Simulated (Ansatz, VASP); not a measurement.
Two plane-wave programs on Bi6O

```
Bi O
1.0
     6.21029    0.00000    0.00000
    -3.10515    5.37827    0.00000
     0.00000    0.00000    5.85093
Bi O
6 1
Cartesian
  2.2337 0.0000 1.4177
  -1.1168 1.9344 1.4177
  1.9883 3.4438 1.4177
  -1.9883 3.4438 4.4332
  3.9766 0.0000 4.4332
  1.1168 1.9344 4.4332
  0.0000 0.0000 0.0000
```

Change from the starting cell: species swapped into the Ti6O type (P-31m, No. 162).

Alike in both runs: functional PBE; k mesh 6 × 6 × 6; occupations gaussian, width 0.1 eV; no spin polarisation.

Ansatz relaxed the structure, and its values are those at the end. VASP's run is a single point on that final structure, the one shown.

|  | VASP | Ansatz |
| --- | --- | --- |
| version | VASP 6.6.1 | Ansatz 0.2.0 |
| potentials or method | VASP PAW PBE potentials, release 64 (Bi_d, O), cutoff 520 eV | scalar-relativistic, plane waves, PAW |
| valence electrons in the cell | 96 | 96 |

Ansatz gave:

```
gap on the k mesh at the Fermi level (eV) : none
pressure (GPa)                            : 0.0
```

**Question.** What did VASP give for the same quantities?

**Answer.** gap on the k mesh at the Fermi level (eV): none; pressure (GPa): -0.1.

A gap of «none» marks a metal or a gap that the smearing closes. The functional is the same, so the differences come from potentials, cutoffs and numerics.

Neither program's run includes spin-orbit coupling.
